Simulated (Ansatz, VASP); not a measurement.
Two plane-wave programs on Bi

File INCAR:

```
ALGO     = Normal         # electronic algorithm
EDIFF    = 1E-6           # SCF threshold, eV
ENCUT    = 500            # plane-wave cutoff, eV
GGA      = RE             # functional
GGA_COMPAT= F            
ISIF     = 2              # what is computed and relaxed
ISMEAR   = 0              # smearing method
LASPH    = T              # aspherical terms in the spheres
LCHARG   = T              # write CHGCAR
LELF     = T              # ELF
LREAL    = F              # projectors in reciprocal space
LVHAR    = T            
LWAVE    = F              # write WAVECAR
NBANDS   = 14             # bands
NELM     = 120            # most SCF steps
PREC     = Accurate       # precision mode
SIGMA    = 0.1888         # smearing width, eV
```

KPOINTS

```
k-points
0
Gamma
  9 9 9
```

Contents of POSCAR:

```
Bi
1.0
    0.0000000000      2.5348230000      2.5348230000
    2.5348230000      0.0000000000      2.5348230000
    2.5348230000      2.5348230000      0.0000000000
Bi
1
Direct
    0.0000000000      0.0000000000      0.0000000000
```

Input for Ansatz:

```yaml
crystal:
  lattice:
    - [0.0, 2.534823, 2.534823]
    - [2.534823, 0.0, 2.534823]
    - [2.534823, 2.534823, 0.0]
  atoms:
    - { symbol: Bi, position: [0.0, 0.0, 0.0] }
  symmetry: { tolerance: 0.0003 }
kpoints:
  mp_grid: { grid: [9, 9, 9], shift: [0, 0, 0] }
magnetization:
  spin_polarized: false
scf:
  occupations: { method: gaussian, width: 0.1888 }
  n_extra_bands: 32
hamiltonian:
  pseudopotentials: { kind: paw }
  xc: revpbe
basis:
  ecutwfc: 500
output:
  forces: true
  stress: true
  eigenvalues: true
  write_density: true
  write_potential: true
  elf: true
  volumetric_format: npy
```

Alike in both runs: task single point; functional revPBE; k mesh 9 × 9 × 9; occupations gaussian, width 0.1888 eV; no spin polarisation.

|  | VASP | Ansatz |
| --- | --- | --- |
| version | VASP 6.6.1 | Ansatz 0.2.0 |
| potentials or method | VASP PAW PBE potentials, release 64 (Bi_d), cutoff 500 eV | PAW plane waves |
| valence electrons in the cell | 15 | 15 |

|  | VASP | Ansatz | Ansatz less VASP |
| --- | --- | --- | --- |
| gap on the k mesh at the Fermi level (eV) | none | none | - |
| pressure (GPa) | -0.5 | -0.5 | +0.05 |

VASP's potentials were made for PBE, not for revPBE. A gap of «none» marks a metal or a gap that the smearing closes.

Neither program's run includes spin-orbit coupling.
